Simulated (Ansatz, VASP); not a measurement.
## Ag2Pb: VASP beside Ansatz

```
Ag Pb
1.0
     4.39364    0.00000    0.00000
     0.00000    4.39364    0.00000
     0.00000    0.00000    6.70383
Ag Pb
4 2
Cartesian
  0.0000 0.0000 0.0000
  2.1968 2.1968 0.0000
  0.0000 2.1968 1.8100
  2.1968 0.0000 4.8938
  0.0000 2.1968 4.6927
  2.1968 0.0000 2.0111
```

Alike in both runs: task relaxation of cell and atoms; functional PBE; k mesh 4 × 4 × 4; occupations gaussian, width 0.1 eV; no spin polarisation.

```csv
,VASP,Ansatz
version,VASP 6.6.1,Ansatz 0.2.0
potentials or method,"VASP PAW PBE potentials, release 64 (Ag, Pb_d), cutoff 600 eV","scalar-relativistic, plane waves, PAW"
valence electrons in the cell,72,104
```

```csv
,VASP,Ansatz,Ansatz less VASP
"gap on the k mesh at the Fermi level, each at its own relaxed structure (eV)",none,none,-
relaxed volume (Å³/atom),22.73,22.78,+0.053
relaxed cell length with the largest relative difference (Å),7.492,7.459,-0.0335
```

A gap of «none» marks a metal or a gap that the smearing closes. VASP's potentials hold 72 valence electrons a cell and Ansatz's 104, so a difference there can come from the potentials and not from the codes.

Neither program's run includes spin-orbit coupling.
